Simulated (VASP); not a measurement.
Runs of VASP 6.6.1 on Cd2Si. The structure is orthorhombic, space group Fmmm (No. 69). The conventional cell has a = 3.481 Å, b = 4.723 Å, c = 14.189 Å, α = 90.00°, β = 90.00°, γ = 90.00°. Within 3.8 Å of Cd (site symmetry mm2) lie 4 Si at 2.88 to 3.29 Å and 10 Cd at 2.93 to 3.48 Å. Si (site symmetry mmm) has 8 Cd at 2.88 to 3.29 Å and 6 Si at 2.93 to 3.48 Å within 3.8 Å. 

```tsv
level	potentials or basis	smearing	gap on the mesh (eV)	pressure (GPa)	largest force (eV/Å)
LDA	VASP PAW LDA potentials, release 64 (Cd, Si)	gaussian 0.05 eV	none	-1.1	0.02
LDA	VASP PAW LDA potentials, release 64 (Cd, Si)	gaussian 0.01 eV	none	-1.0	0.02
PBE	VASP PAW PBE potentials, release 64 (Cd, Si)	methfessel-paxton 0.05 eV	none	5.3	(a)
LDA	VASP PAW LDA potentials, release 64 (Cd, Si)	gaussian 0.025 eV	none	-1.1	0.02
LDA	VASP PAW LDA potentials, release 64 (Cd, Si)	gaussian 0.005 eV	none	-1.0	0.02
```

Alike in all rows: task single point; no spin polarisation; cell as given; k mesh 8 × 8 × 8; cutoff (eV) 520.

Estimate the missing entries.

(a) 0.05.

A k mesh can miss the band edges, and the runs leave out spin-orbit coupling on Cd.

A gap of «none» marks levels without a gap at the run's occupations.
